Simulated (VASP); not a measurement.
# N (P-1) in VASP: single point with LDA

Aim: the single point of N with LDA.

Everything below comes from runs of VASP 6.6.1. Logs are shortened: lines on timing, memory, paths and dates and some standing lists are left out, and cuts for length are marked.

**1. The cell of the first run**

The typed cell holds 1 atom: a = 1.947 Å, b = 2.046 Å, c = 2.052 Å, α = 63.24°, β = 74.08°, γ = 72.88°.

**2. Single point, LDA**

Contents of INCAR:

```
PREC = Accurate
ENCUT = 520
EDIFF = 1E-7
ISMEAR = 0
SIGMA = 0.15
LREAL = False
LASPH = True
NELM = 100
ALGO = Normal
ISIF = 2
LWAVE = False
LCHARG = True
GGA = CA
LELF = True
LVHAR = True
NBANDS = 8
```

Contents of KPOINTS:

```
Automatic mesh
0
Gamma
  18 18 18
```

Contents of POSCAR:

```
N
1.0
   -0.2497103096      1.3525946273      1.3780020631
    1.5493815975     -0.1944670524      1.3227588059
    1.5642496436      1.3122194162     -0.2093350985
N
1
Direct
    0.0000000000      0.0000000000      0.0000000000
```

Potentials or basis: VASP PAW LDA potentials, release 64 (N).

Command:

```
$ cat potpaw_LDA.64/N/POTCAR > POTCAR
$ mpirun -np 1 vasp_std > vasp.out
```

OUTCAR:

```text
PREC = Accurate
   ENCUT = 520
   EDIFF = 1E-7
   ISMEAR = 0
   LREAL = False
   LASPH = True
   NELM = 100
   ISIF = 2
   GGA = CA

 ion  position               nearest neighbor table
   1  0.000  0.000  0.000-

  LATTYP: Found a triclinic cell.
 ALAT       =     3.6604424786
 B/A-ratio  =     0.5870516373
 C/A-ratio  =     2.1441670915
 COS(alpha) =     0.0016573750
 COS(beta)  =     0.4650311020
 COS(gamma) =     0.8790184112

  Lattice vectors:

 A1 = (  -1.5345135514,   1.7011535210,  -2.8548527103)
 A2 = (   0.0148680461,   1.5066864686,  -1.5320939044)
 A3 = (  -5.9775521726,  -3.5880993549,  -3.6048494779)

Analysis of symmetry for initial positions (statically):
=====================================================================
 Subroutine PRICEL returns:
 Original cell was already a primitive cell.

 Routine SETGRP: Setting up the symmetry group for a
 triclinic supercell.

 Subroutine GETGRP returns: Found  2 space group operations
 (whereof  2 operations were pure point group operations)
 out of a pool of  2 trial point group operations.

The static configuration has the point symmetry S_2 .

Analysis of symmetry for dynamics (positions and initial velocities):
=====================================================================
 Subroutine PRICEL returns:
 Original cell was already a primitive cell.

 Routine SETGRP: Setting up the symmetry group for a
 triclinic supercell.

 Subroutine GETGRP returns: Found  2 space group operations
 (whereof  2 operations were pure point group operations)
 out of a pool of  2 trial point group operations.

The dynamic configuration has the point symmetry S_2 .

 Subroutine INISYM returns: Found  2 space group operations
 (whereof  2 operations are pure point group operations),
 and found     1 'primitive' translations

----------------------------------------------------------------------------------------

                                     Primitive cell

  volume of cell :       6.8815

  direct lattice vectors                    reciprocal lattice vectors
    -0.249710310  1.352594627  1.378002063    -0.246318758  0.347811827  0.339653525
     1.549381598 -0.194467052  1.322758806     0.303914622 -0.305640920  0.355078482
     1.564249644  1.312219416 -0.209335099     0.298936903  0.358259066 -0.297482618
[... 81 lines left out ...]
   NELM   =    100;   NELMIN=  2; NELMDL= -5     # of ELM steps
   EDIFF  = 0.1E-06   stopping-criterion for ELM
   LREAL  =      F    real-space projection
   EDIFFG = 0.1E-05   stopping-criterion for IOM
   NSW    =      0    number of steps for IOM
   IBRION =     -1    ionic relax: 0-MD 1-quasi-New 2-CG
   NFREE  =      0    steps in history (QN), initial steepest desc. (CG)
   ISIF   =      2    stress and relaxation
   ISYM   =      2    0-nonsym 1-usesym 2-fastsym
   POTIM  = 0.5000    time-step for ionic-motion
   TEBEG  =    0.0;   TEEND  =   0.0 temperature during run
   PSTRESS=    0.0 pullay stress
   NELECT =       5.0000    total number of electrons
   NUPDOWN=      -1.0000    fix difference up-down
   EMIN   =  10.00;   EMAX   =-10.00  energy-range for DOS
   EFERMI =   0.00;   METHOD = LEGACY
   ISMEAR =     0;   SIGMA  =   0.15  broadening in eV -4-tet -1-fermi 0-gaus
   EFERMI_NEDOS =   21; number of points for ismear=-14 and -15
   IALGO  =     38    algorithm
   IMIX   =      4    mixing-type and parameters
     AMIX     =   0.40;   BMIX     =  1.00
     AMIX_MAG =   1.60;   BMIX_MAG =  1.00
  volume/ion in A,a.u.               =       6.88        46.44
  Fermi-wavevector in a.u.,A,eV,Ry     =   1.471761  2.781225 29.471309  2.166080
  Thomas-Fermi vector in A             =   2.586858
   LORBIT       =      0    0 simple, 1 ext, 2 COOP (PROOUT), +10 PAW based schemes
   GGA     = CA    functional components
   LHFCALC =     F    Hartree Fock is set to
   AEXX    =    0.0000 exact exchange contribution
   IVDW    =     0    specifies the selected vdW correction
   LEPSILON=     F    determine dielectric tensor
   LRPA    =     F    only Hartree local field effects (RPA)
 non-spin polarized calculation
 Gauss-broadening in eV      SIGMA  =   0.15
  energy-cutoff  :      520.00
  volume of cell :        6.88
 maximum number of plane-waves:       194
   NGX =  7   NGY =  7   NGZ =  7

 number of electron       5.0000000 magnetization

 Free energy of the ion-electron system (eV)
  ---------------------------------------------------
  ext. energy  EPLUGINS =         0.00000000
  ---------------------------------------------------
  free energy    TOTEN  =        -5.09633153 eV

  energy without entropy =       -5.09038775  energy(sigma->0) =       -5.09335964

 E-fermi :   6.3452     XC(G=0): -13.3859

 val. band max:        6.3438110697   @ k =   0.2778   0.2222   0.1667
 cond. band min:       6.3468334854   @ k =   0.4444   0.2222   0.3333
 fundamental gap:      0.0030224157
 Fermi energy:         6.3452241645

 k-point     1 :       0.0000    0.0000    0.0000
  band No.  band energies     occupation
      1     -14.7670      2.00000
      2      10.2483      0.00000
      3      10.3117      0.00000
      4      12.0230      0.00000
      5      30.4461      0.00000
      6      34.8097      0.00000
      7      37.2857      0.00000
      8      44.8130      0.00000
[... 243 lines left out ...]
 k-point    24 :      -0.2778    0.0556    0.0000
  band No.  band energies     occupation
      1     -11.7934      2.00000
      2       3.0378      2.00000
      3      10.2015      0.00000
      4      11.0297      0.00000
      5      31.8048      0.00000
      6      35.0399      0.00000
      7      38.2850      0.00000
      8      41.3690      0.00000

 [... further k-points ...]

------------------------ aborting loop because EDIFF is reached ----------------------------------------

  FORCE on cell =-STRESS in cart. coord.  units (eV):
  Direction    XX          YY          ZZ          XY          YZ          ZX
  --------------------------------------------------------------------------------------
  -------------------------------------------------------------------------------------
  Total        0.9383622     -0.5409542     -0.6434365     -1.1341588     -0.9081518     -1.0231256
  in kB      218.4732930   -125.9471585   -149.8074980   -264.0594623   -211.4395939   -238.2082627
  external PRESSURE =     -19.0937878 kB  Pullay stress =       0.0000000 kB

 VOLUME and BASIS-vectors are now :
 -----------------------------------------------------------------------------
  energy-cutoff  :      520.00
  volume of cell :        6.88
      direct lattice vectors                 reciprocal lattice vectors
    -0.249710310  1.352594627  1.378002063    -0.246318758  0.347811827  0.339653525
     1.549381598 -0.194467052  1.322758806     0.303914622 -0.305640920  0.355078482
     1.564249644  1.312219416 -0.209335099     0.298936903  0.358259066 -0.297482618

 POSITION                                       TOTAL-FORCE (eV/Angst)
 -----------------------------------------------------------------------------------
      0.00000      0.00000      0.00000         0.000000     -0.000000     -0.000000
 -----------------------------------------------------------------------------------
    total drift:                                0.000000     -0.000000     -0.000000

  FREE ENERGIE OF THE ION-ELECTRON SYSTEM (eV)
  ---------------------------------------------------
  free  energy   TOTEN  =        -5.0963315320 eV

  energy  without entropy=       -5.0903877498  energy(sigma->0) =       -5.09335964
```

It took 86 s on 1 thread of Intel Xeon 8259CL, shared host; peak memory 0.23 GiB.

Results:

| Property | Result |
| --- | --- |
| Free energy | -5.0963 eV |
| Pressure | -1.9 GPa |
| Band gap on the k mesh | zero (an odd number of electrons rules out a gap without spin polarisation) |

Stress tensor (GPa, compression positive):
```
 21.85 -26.41 -23.82
-26.41 -12.59 -21.14
-23.82 -21.14 -14.98
```

Levels at points of the mesh, in eV from the Fermi level:
| k point | band 1 | band 2 | band 3 | band 4 | band 5 | band 6 |
| --- | --- | --- | --- | --- | --- | --- |
| (0.00, 0.00, 0.00) | -21.11 | 3.90 | 3.97 | 5.68 | 24.10 | 28.46 |
| (0.50, 0.00, 0.00) | -14.41 | -9.51 | 4.66 | 4.76 | 26.44 | 27.69 |
| (0.00, 0.50, 0.00) | -14.02 | -9.25 | 2.41 | 5.28 | 21.81 | 27.75 |
| (0.50, 0.50, 0.00) | -9.21 | -6.88 | -2.57 | 2.54 | 13.04 | 21.91 |
| (0.00, 0.00, 0.50) | -14.22 | -9.30 | 2.60 | 5.47 | 22.34 | 27.52 |
| (0.50, 0.00, 0.50) | -9.05 | -6.59 | -3.00 | 2.48 | 12.54 | 21.74 |
| (0.00, 0.50, 0.50) | -12.25 | -8.56 | 0.03 | 4.20 | 16.53 | 25.02 |
| (0.50, 0.50, 0.50) | -9.48 | -7.76 | -0.55 | 2.56 | 16.62 | 25.58 |
